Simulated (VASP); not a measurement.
# Bi2Se3 (R-3m) in VASP: further runs

Runs on Bi2Se3. Level: PBEsol. Tasks: single point.

Program: VASP 6.6.1. These are calculated values, not measurements. Logs are shortened: lines on timing, memory, paths and dates and some standing lists are left out, and cuts for length are marked.

## Step 1: The cell of the first run

Symmetry: R-3m, No. 166, trigonal system. Conventional cell: a = 4.019 Å, b = 4.019 Å, c = 28.636 Å, α = 90.00°, β = 90.00°, γ = 120.00°. Within 3.7 Å of Bi (site symmetry 3m) lie 6 Se at 2.79 to 3.02 Å. Se (site symmetry -3m) has 6 Bi at 3.02 Å and 12 Se at 4.02 to 4.19 Å within 4.2 Å. Se (site symmetry 3m) has 3 Bi at 2.79 Å and 3 Se at 3.47 Å within 3.7 Å.

## Step 2: Single point, PBEsol (equal xx and yy strain of -3 %)

Contents of INCAR:

```
PREC = Accurate
ENCUT = 520
EDIFF = 1E-6
ISMEAR = -1
SIGMA = 0.03
LREAL = F
LASPH = T
NELM = 100
ALGO = Normal
ISIF = 2
LWAVE = F
LCHARG = T
GGA = PS
LELF = T
LVHAR = T
NBANDS = 32
```

Contents of KPOINTS:

```
Automatic mesh
0
Gamma
  6 6 6
```

Contents of POSCAR:

```
Bi2Se3
1.0
    2.0093543179      1.1601012563      9.5453300000
   -2.0093543179      1.1601012563      9.5453300000
    0.0000000000     -2.3202025127      9.5453300000
Bi Se
2 3
Direct
    0.4008000000      0.4008000000      0.4008000000
    0.5992000000      0.5992000000      0.5992000000
    0.0000000000      0.0000000000      0.0000000000
    0.2117000000      0.2117000000      0.2117000000
    0.7883000000      0.7883000000      0.7883000000
```

Potentials or basis: VASP PAW PBE potentials, release 64 (Bi_d, Se).

Command:

```
> cat potpaw_PBE.64/Bi_d/POTCAR potpaw_PBE.64/Se/POTCAR > POTCAR
> mpirun -np 1 vasp_std > vasp.out
```

OUTCAR:

```text
PREC = Accurate
   ENCUT = 520
   EDIFF = 1E-6
   ISMEAR = -1
   LREAL = F
   LASPH = T
   NELM = 100
   ISIF = 2
   GGA = PS

 ion  position               nearest neighbor table
   1  0.401  0.401  0.401-   5 2.79   5 2.79   5 2.79   3 3.02   3 3.02   3 3.02
   2  0.599  0.599  0.599-   4 2.79   4 2.79   4 2.79   3 3.02   3 3.02   3 3.02
   3  0.000  0.000  0.000-   2 3.02   1 3.02   2 3.02   2 3.02   1 3.02   1 3.02
   4  0.212  0.212  0.212-   2 2.79   2 2.79   2 2.79
   5  0.788  0.788  0.788-   1 2.79   1 2.79   1 2.79

  LATTYP: Found a trigonal (rhomboedric) cell.
 ALAT       =     9.8232715787
 COS(alpha) =     0.9163182521

  Lattice vectors:

 A1 = (   2.0093543179,   1.1601012563,   9.5453300000)
 A2 = (  -2.0093543179,   1.1601012563,   9.5453300000)
 A3 = (   0.0000000000,  -2.3202025127,   9.5453300000)

Analysis of symmetry for initial positions (statically):
=====================================================================
 Subroutine PRICEL returns:
 Original cell was already a primitive cell.

 Routine SETGRP: Setting up the symmetry group for a
 trigonal (rhombohedral) supercell.

 Subroutine GETGRP returns: Found 12 space group operations
 (whereof 12 operations were pure point group operations)
 out of a pool of 12 trial point group operations.

The static configuration has the point symmetry D_3d.

Analysis of symmetry for dynamics (positions and initial velocities):
=====================================================================
 Subroutine PRICEL returns:
 Original cell was already a primitive cell.

 Routine SETGRP: Setting up the symmetry group for a
 trigonal (rhombohedral) supercell.

 Subroutine GETGRP returns: Found 12 space group operations
 (whereof 12 operations were pure point group operations)
 out of a pool of 12 trial point group operations.

The dynamic configuration has the point symmetry D_3d.

 Subroutine INISYM returns: Found 12 space group operations
 (whereof 12 operations are pure point group operations),
 and found     1 'primitive' translations

----------------------------------------------------------------------------------------

                                     Primitive cell

  volume of cell :     133.5041

  direct lattice vectors                    reciprocal lattice vectors
     2.009354318  1.160101256  9.545330000     0.248836154  0.143665620  0.034921091
    -2.009354318  1.160101256  9.545330000    -0.248836154  0.143665620  0.034921091
     0.000000000 -2.320202513  9.545330000     0.000000000 -0.287331241  0.034921091

  length of vectors
     9.823271579  9.823271579  9.823271579     0.289445547  0.289445547  0.289445547

  position of ions in fractional coordinates (direct lattice)
     0.400800000  0.400800000  0.400800000
     0.599200000  0.599200000  0.599200000
     0.000000000  0.000000000  0.000000000
     0.211700000  0.211700000  0.211700000
     0.788300000  0.788300000  0.788300000

  ion indices of the primitive-cell ions
   primitive index   ion index
                 1           1
                 2           2
                 3           3
                 4           4
                 5           5

----------------------------------------------------------------------------------------

 KPOINTS: Automatic mesh

Automatic generation of k-mesh.
 Grid dimensions read from file:
 generate k-points for:    6    6    6

 Generating k-lattice:

  Cartesian coordinates                     Fractional coordinates (reciprocal lattice)
     0.041472692  0.023944270  0.005820182     0.166666667  0.000000000 -0.000000000
    -0.041472692  0.023944270  0.005820182     0.000000000  0.166666667 -0.000000000
     0.000000000 -0.047888540  0.005820182     0.000000000  0.000000000  0.166666667

  Length of vectors
     0.048240924  0.048240924  0.048240924

  Shift w.r.t. Gamma in fractional coordinates (k-lattice)
     0.000000000  0.000000000  0.000000000

 Subroutine IBZKPT returns following result:
 ===========================================

 Found     32 irreducible k-points:

 Following reciprocal coordinates:
            Coordinates               Weight
  0.000000  0.000000  0.000000      1.000000
  0.166667 -0.000000 -0.000000      6.000000
  0.333333 -0.000000  0.000000      6.000000
  0.500000  0.000000 -0.000000      3.000000
  0.166667  0.166667 -0.000000      6.000000
  0.333333  0.166667 -0.000000     12.000000
[... 16 lines left out ...]
  0.500000  0.500000  0.166667      6.000000
 -0.333333  0.500000  0.166667     12.000000
 [... further k-points ...]
   k-points           NKPTS =     32   k-points in BZ     NKDIM =     32   number of bands    NBANDS=     32
   number of dos      NEDOS =    301   number of ions     NIONS =      5
   total plane-waves  NPLWV = 512000
   dimension x,y,z NGX =    80 NGY =   80 NGZ =   80
   dimension x,y,z NGXF=   160 NGYF=  160 NGZF=  160
   ions per type =               2   3
   NGX,Y,Z   is equivalent  to a cutoff of  13.54, 13.54, 13.54 a.u.
   NGXF,Y,Z  is equivalent  to a cutoff of  27.08, 27.08, 27.08 a.u.
 SYSTEM =  unknown system
   PREC   = accura    normal or accurate (medium, high low for compatibility)
   ISTART =      0    job   : 0-new  1-cont  2-samecut
   ICHARG =      2    charge: 1-file 2-atom 10-const
   ISPIN  =      1    spin polarized calculation?
   LNONCOLLINEAR =      F non collinear calculations
   LSORBIT =      F    spin-orbit coupling
   LASPH  =      T    aspherical Exc in radial PAW
   ENCUT  =  520.0 eV  38.22 Ry    6.18 a.u.  18.26 18.26 18.26*2*pi/ulx,y,z
   NELM   =    100;   NELMIN=  2; NELMDL= -5     # of ELM steps
   EDIFF  = 0.1E-05   stopping-criterion for ELM
   LREAL  =      F    real-space projection
   EDIFFG = 0.1E-04   stopping-criterion for IOM
   NSW    =      0    number of steps for IOM
   IBRION =     -1    ionic relax: 0-MD 1-quasi-New 2-CG
   NFREE  =      0    steps in history (QN), initial steepest desc. (CG)
   ISIF   =      2    stress and relaxation
   ISYM   =      2    0-nonsym 1-usesym 2-fastsym
   POTIM  = 0.5000    time-step for ionic-motion
   TEBEG  =    0.0;   TEEND  =   0.0 temperature during run
   PSTRESS=    0.0 pullay stress
   NELECT =      48.0000    total number of electrons
   NUPDOWN=      -1.0000    fix difference up-down
   EMIN   =  10.00;   EMAX   =-10.00  energy-range for DOS
   EFERMI =   0.00;   METHOD = LEGACY
   ISMEAR =    -1;   SIGMA  =   0.03  broadening in eV -4-tet -1-fermi 0-gaus
   EFERMI_NEDOS =   21; number of points for ismear=-14 and -15
   IALGO  =     38    algorithm
   IMIX   =      4    mixing-type and parameters
     AMIX     =   0.40;   BMIX     =  1.00
     AMIX_MAG =   1.60;   BMIX_MAG =  1.00
  volume/ion in A,a.u.               =      26.70       180.19
  Fermi-wavevector in a.u.,A,eV,Ry     =   1.164100  2.199830 18.437654  1.355129
  Thomas-Fermi vector in A             =   2.300642
   LORBIT       =      0    0 simple, 1 ext, 2 COOP (PROOUT), +10 PAW based schemes
   GGA     = PS    functional components
   LHFCALC =     F    Hartree Fock is set to
   AEXX    =    0.0000 exact exchange contribution
   IVDW    =     0    specifies the selected vdW correction
   LEPSILON=     F    determine dielectric tensor
   LRPA    =     F    only Hartree local field effects (RPA)
 non-spin polarized calculation
  energy-cutoff  :      520.00
  volume of cell :      133.50
 maximum number of plane-waves:      3648
 NGX is ok and might be reduce to    80
   NGX = 37   NGY = 37   NGZ = 37

 number of electron      47.9999997 magnetization

 Free energy of the ion-electron system (eV)
  ---------------------------------------------------
  ext. energy  EPLUGINS =         0.00000000
  ---------------------------------------------------
  free energy    TOTEN  =       -21.94374152 eV

  energy without entropy =      -21.94364121  energy(sigma->0) =      -21.94369136

 E-fermi :   5.7523     XC(G=0):  -9.9587

 val. band max:        5.6594701775   @ k =   0.0000   0.0000   0.0000
 cond. band min:       5.8453458056   @ k =   0.0000   0.0000   0.0000
 fundamental gap:      0.1858756281
 Fermi energy:         5.7523260113

 k-point     1 :       0.0000    0.0000    0.0000
  band No.  band energies     occupation
      1     -17.5480      2.00000
      2     -17.5480      2.00000
      3     -17.5457      2.00000
      4     -17.5457      2.00000
      5     -17.5257      2.00000
      6     -17.5224      2.00000
[... 24 lines left out ...]
     31      11.0908      0.00000
     32      12.5754      0.00000

 k-point     2 :       0.1667   -0.0000   -0.0000
  band No.  band energies     occupation
      1     -17.5540      2.00000
      2     -17.5508      2.00000
      3     -17.5394      2.00000
      4     -17.5372      2.00000
      5     -17.5214      2.00000
      6     -17.5176      2.00000
[... 24 lines left out ...]
     31      10.4820      0.00000
     32      11.4495      0.00000

 k-point     3 :       0.3333   -0.0000    0.0000
  band No.  band energies     occupation
      1     -17.5691      2.00000
      2     -17.5634      2.00000
      3     -17.5291      2.00000
      4     -17.5283      2.00000
      5     -17.5249      2.00000
      6     -17.5239      2.00000
[... 24 lines left out ...]
     31      10.1596      0.00000
     32      11.9180      0.00000

 k-point     4 :       0.5000    0.0000   -0.0000
  band No.  band energies     occupation
      1     -17.5775      2.00000
      2     -17.5704      2.00000
      3     -17.5332      2.00000
      4     -17.5277      2.00000
      5     -17.5274      2.00000
      6     -17.5223      2.00000
[... 654 lines left out ...]
     31      10.0994      0.00000
     32      12.4321      0.00000

 k-point    23 :       0.5000    0.5000    0.1667
  band No.  band energies     occupation
      1     -17.5689      2.00000
      2     -17.5636      2.00000
      3     -17.5291      2.00000
      4     -17.5284      2.00000
      5     -17.5249      2.00000
      6     -17.5240      2.00000
[... 24 lines left out ...]
     31      10.1392      0.00000
     32      11.5764      0.00000

 k-point    24 :      -0.3333    0.5000    0.1667
  band No.  band energies     occupation
      1     -17.5673      2.00000
      2     -17.5623      2.00000
      3     -17.5343      2.00000
      4     -17.5283      2.00000
      5     -17.5268      2.00000
      6     -17.5228      2.00000
[... 24 lines left out ...]
     31      10.7283      0.00000
     32      11.8817      0.00000

 [... further k-points ...]

------------------------ aborting loop because EDIFF is reached ----------------------------------------

  FORCE on cell =-STRESS in cart. coord.  units (eV):
  Direction    XX          YY          ZZ          XY          YZ          ZX
  --------------------------------------------------------------------------------------
  -------------------------------------------------------------------------------------
  Total        3.7664021      3.7664021      2.6992579      0.0000000     -0.0000000      0.0000000
  in kB       45.2004380     45.2004380     32.3936841      0.0000000     -0.0000000      0.0000000
  external PRESSURE =      40.9315200 kB  Pullay stress =       0.0000000 kB

 VOLUME and BASIS-vectors are now :
 -----------------------------------------------------------------------------
  energy-cutoff  :      520.00
  volume of cell :      133.50
      direct lattice vectors                 reciprocal lattice vectors
     2.009354318  1.160101256  9.545330000     0.248836154  0.143665620  0.034921091
    -2.009354318  1.160101256  9.545330000    -0.248836154  0.143665620  0.034921091
     0.000000000 -2.320202513  9.545330000     0.000000000 -0.287331241  0.034921091

 POSITION                                       TOTAL-FORCE (eV/Angst)
 -----------------------------------------------------------------------------------
      0.00000     -0.00000     11.47730         0.000000      0.000000     -0.432916
      0.00000     -0.00000     17.15869         0.000000     -0.000000      0.432916
      0.00000      0.00000      0.00000         0.000000     -0.000000      0.000000
      0.00000     -0.00000      6.06224         0.000000      0.000000     -0.548646
      0.00000     -0.00000     22.57375         0.000000     -0.000000      0.548646
 -----------------------------------------------------------------------------------
    total drift:                                0.000000      0.000000     -0.000000

  FREE ENERGIE OF THE ION-ELECTRON SYSTEM (eV)
  ---------------------------------------------------
  free  energy   TOTEN  =       -21.9437415184 eV

  energy  without entropy=      -21.9436412071  energy(sigma->0) =      -21.94369136
```

Run time: 15 min. Hardware: 1 thread of Intel Xeon Platinum 8488C (Sapphire Rapids), shared host; peak memory 0.93 GiB.

What came out:

| Item | Value |
| --- | --- |
| Free energy | -21.9437 eV |
| Pressure | 4.1 GPa |
| Largest force | 0.549 eV/Å |
| Band gap on the k mesh | 0.19 eV |

Forces on the atoms (eV/Å):
```
Bi   0.000  0.000 -0.433
Bi   0.000  0.000  0.433
Se   0.000  0.000  0.000
Se   0.000  0.000 -0.549
Se   0.000  0.000  0.549
```

Stress tensor (GPa, compression positive):
```
4.52 0.00 0.00
0.00 4.52 0.00
0.00 0.00 3.24
```

Caveat: the cell differs from its parent crystal (equal xx and yy strain of -3 %); the cell stands under pressure; the PAW data sets were made with another functional, which shifts forces and pressure a little; spin-orbit coupling is left out, which moves the levels of the heavy elements. A k mesh can miss the band edges.

## Step 3: Single point, PBEsol (equal xx and yy strain of -1 %)

Contents of INCAR:

```
SYSTEM = Bi2Se3
  PREC = Accurate
  ENCUT = 520
  EDIFF = 1E-6
  ISMEAR = -1
  SIGMA = 0.03
  LREAL = .False.
  LASPH = .True.
  NELM = 60
  ALGO = Normal
  ISIF = 2
  LWAVE = .False.
  LCHARG = .False.
  GGA = PS
  NBANDS = 32
```

Contents of KPOINTS:

```
Automatic mesh
0
Gamma
  6 6 6
  0 0 0
```

Edit POSCAR of step 2 so:

```diff
@@ -2,5 +2,5 @@
 1.0
-    2.0093543179      1.1601012563      9.5453300000
-   -2.0093543179      1.1601012563      9.5453300000
-    0.0000000000     -2.3202025127      9.5453300000
+    2.0507843038      1.1840208698      9.5453300000
+   -2.0507843038      1.1840208698      9.5453300000
+    0.0000000000     -2.3680417398      9.5453300000
 Bi Se
```

Potentials or basis: VASP PAW PBE potentials, release 64 (Bi_d, Se).

Command:

```
> cat potpaw_PBE.64/Bi_d/POTCAR potpaw_PBE.64/Se/POTCAR > POTCAR
> mpirun -np 1 vasp_std > vasp.out
```

It took 13 min on 1 thread of Intel Xeon Platinum 8488C (Sapphire Rapids), shared host; peak memory 0.92 GiB.

It converged, with:

| Property | Result |
| --- | --- |
| Free energy | -22.0418 eV |
| Pressure | 1.0 GPa |
| Largest force | 0.265 eV/Å |
| Band gap on the k mesh | 0.16 eV |

Forces in eV/Å, atoms in the order of the input:
```
Bi   0.000  0.000 -0.265
Bi   0.000  0.000  0.265
Se   0.000  0.000  0.000
Se   0.000  0.000 -0.236
Se   0.000  0.000  0.236
```

Stress tensor (GPa, compression positive):
```
1.15 0.00 0.00
0.00 1.15 0.00
0.00 0.00 0.77
```

Levels at points of the mesh, in eV from the valence-band top:
```csv
k point,band 22,band 23,band 24,band 25,band 26,band 27
"(0.00, 0.00, 0.00)",-1.24,-1.24,0.00,0.16,1.37,1.37
"(0.50, 0.00, 0.00)",-2.29,-1.30,-0.60,0.74,1.87,2.86
"(0.50, 0.50, 0.00)",-1.98,-1.70,-1.11,1.21,1.85,2.56
"(0.50, 0.50, 0.50)",-1.41,-1.41,-0.49,0.58,1.68,1.68
```

Caveat: the cell differs from its parent crystal (equal xx and yy strain of -1 %); the PAW data sets were made with another functional, which shifts forces and pressure a little; spin-orbit coupling is left out, which moves the levels of the heavy elements. A k mesh can miss the band edges.

[end of part 1 of 2]
